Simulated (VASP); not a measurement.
Wanted: the native input for a VASP 6.6.1 run.

| Item | Value |
| --- | --- |
| Task | single point |
| Functional | PBE |
| Potentials or basis | VASP PAW PBE potentials, release 64 (Al, In_d, As) |
| Cutoff | 520 eV |
| k mesh | 6 × 6 × 1 |
| Occupations | gaussian, width 0.1 eV |
| Spin | no spin polarisation |
| Dipole correction | no |
| Further INCAR settings | ALGO = Normal; EDIFF = 1e-06; NBANDS = 41 |

The structure of Al5InAs6 lies in POSCAR:

```
Al5InAs6
1.0
    3.8660045200      0.0000000000      0.0000000000
   -1.9330022600      3.3480581200      0.0000000000
    0.0000000000      0.0000000000     19.0694056800
Al In As
5 1 6
Direct
    0.6666666700      0.3333333300      0.1668627100
    0.6666666700      0.3333333300      0.5001960400
    0.6666666700      0.3333333300      0.8335293700
    0.3333333300      0.6666666700      0.0001960400
    0.3333333300      0.6666666700      0.3335293700
    0.3333333300      0.6666666700      0.6668627100
    0.6666666700      0.3333333300      0.2916372800
    0.6666666700      0.3333333300      0.6249706100
    0.6666666700      0.3333333300      0.9583039500
    0.3333333300      0.6666666700      0.1249706100
    0.3333333300      0.6666666700      0.4583039500
    0.3333333300      0.6666666700      0.7916372800
```

These files were run (other wordings do the same):

INCAR

```
PREC = Accurate
ENCUT = 520
EDIFF = 1E-6
ISMEAR = 0
SIGMA = 0.1
LREAL = False
LASPH = True
NELM = 80
ALGO = Normal
ISIF = 2
LWAVE = False
LCHARG = False
GGA = PE
NBANDS = 41
```

KPOINTS

```
Automatic mesh
0
Gamma
  6 6 1
```

Potentials or basis: VASP PAW PBE potentials, release 64 (Al, In_d, As).

The run is started by

```bash
$ cat potpaw_PBE.64/Al/POTCAR potpaw_PBE.64/In_d/POTCAR potpaw_PBE.64/As/POTCAR > POTCAR
$ mpirun -np 1 vasp_std > vasp.out
```

It gave:

```
Pressure               : 17.0 GPa
Largest force          : 2.301 eV/Å
Band gap on the k mesh : 1.38 eV (least direct gap 1.80 eV)
```

Caveat: the cell stands under pressure; spin-orbit coupling is left out, which moves the levels of the heavy elements; an odd mesh through Γ misses points on the zone boundary, where band edges can lie; forces of over 1 eV/Å act on the atoms, so gaps and moduli don't describe the material at rest.

Run time: 56 s on 1 thread of Intel(R) Xeon(R) 6975P-C (Granite Rapids), on a shared host, peak memory 0.38 GiB.
